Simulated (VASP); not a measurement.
Input of a VASP 6.6.1 run:

Contents of INCAR:

```
SYSTEM = YSe2
PREC = Accurate
ENCUT = 520
EDIFF = 1E-6
ISMEAR = 0
SIGMA = 0.05
LREAL = .False.
LASPH = .True.
NELM = 60
ALGO = Normal
ISIF = 2
LWAVE = .False.
LCHARG = .False.
GGA = PE
NBANDS = 18
```

KPOINTS

```
regular mesh
0
Gamma
  10 10 10
  0 0 0
```

Contents of POSCAR:

```
YSe2
1.0
    2.1700469514      1.2528771915      5.2092494223
   -2.1700469514      1.2528771915      5.2092494223
    0.0000000000     -2.5057543831      5.2092494223
Y Se
1 2
Direct
    0.0000000000      0.0000000000      0.0000000000
    0.2445848164      0.2445848164      0.2445848164
    0.7554151836      0.7554151836      0.7554151836
```

Potentials or basis: VASP PAW PBE potentials, release 64 (Y_sv, Se).

Launch:

```sh
$ cat potpaw_PBE.64/Y_sv/POTCAR potpaw_PBE.64/Se/POTCAR > POTCAR
$ mpirun -np 1 vasp_std > vasp.out
```

(1) Predict the pressure.

(2) Estimate the band gap on the k mesh.

Answers

(1) 0.0 GPa.

(2) zero (an odd number of electrons rules out a gap without spin polarisation).
